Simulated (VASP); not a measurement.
A run of VASP 6.6.1:

File INCAR:

```
SYSTEM = Al
ALGO = Fast
EDIFF = 1E-7
ENCUT = 520
GGA = PS
ISIF = 2
ISMEAR = 0
LASPH = .True.
LCHARG = .False.
LREAL = .False.
LWAVE = .False.
NBANDS = 22
NELM = 100
PREC = Accurate
SIGMA = 0.15
```

Contents of KPOINTS:

```
k-points
0
Gamma
  14 14 14
  0 0 0
```

The input POSCAR:

```
Al
1.0
    3.2128780077     -3.2128780077     -3.2128780077
   -3.2128780077      3.2128780077     -3.2128780077
    3.2128780077      3.2128780077      3.2128780077
Al
8
Direct
    0.5093374227      0.5093374227      0.0000000000
    0.5000000000      0.0000000000      0.0000000000
    0.0000000000      0.5000000000      0.0000000000
    0.0000000000      0.0000000000      0.0000000000
    0.5000000000      0.5000000000      0.5000000000
    0.5000000000      0.0000000000      0.5000000000
    0.0000000000      0.5000000000      0.5000000000
    0.0000000000      0.0000000000      0.5000000000
```

Potentials or basis: VASP PAW PBE potentials, release 64 (Al).

The run is started by

```sh
$ cat potpaw_PBE.64/Al/POTCAR > POTCAR
$ mpirun -np 1 vasp_std > vasp.out
```

Hardware: 1 thread of Oxide Virtual Turin-like Processor, on a shared host.

**Question.** Estimate the wall time of this run.

**Answer.** Wall time 22 min on 1 thread of Oxide Virtual Turin-like Processor (shared host), peak memory 0.56 GiB. Counts: scf iterations 17, k points 244.
